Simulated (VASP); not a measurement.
Runs of VASP 6.6.1 on Sr. The structure is that of space group Im-3m (No. 229), or close to it. The cells are those of the table. This isn't the form of Sr at room conditions, which is fcc.

```csv
cell,pressure (GPa),moment (μB)
"a = 4.131 Å, angles 109.5°, 1 atom",(b),0.00
"a = 4.245 Å, angles 109.5°, 1 atom",-0.8,0.00
"a = 4.161 Å, angles 109.5°, 1 atom",-0.3,0.00
"a = 4.189 Å, angles 109.5°, 1 atom",-0.5,0.00
"a = 4.218 Å, angles 109.5°, 1 atom",(a),0.00
```

Alike in all rows: task single point; level r2SCAN+D3(BJ); potentials or basis VASP PAW PBE potentials, release 64 (Sr_sv); spin non-collinear, zero start, SOC; k mesh 8 × 8 × 8; cutoff (eV) 520; smearing fermi-dirac 0.025 eV.

Q: Fill in the values left out.

A: (a) -0.7; (b) 0.0.

Caveats: three body term missing; the PAW data sets were made with another functional, which shifts forces and pressure a little.
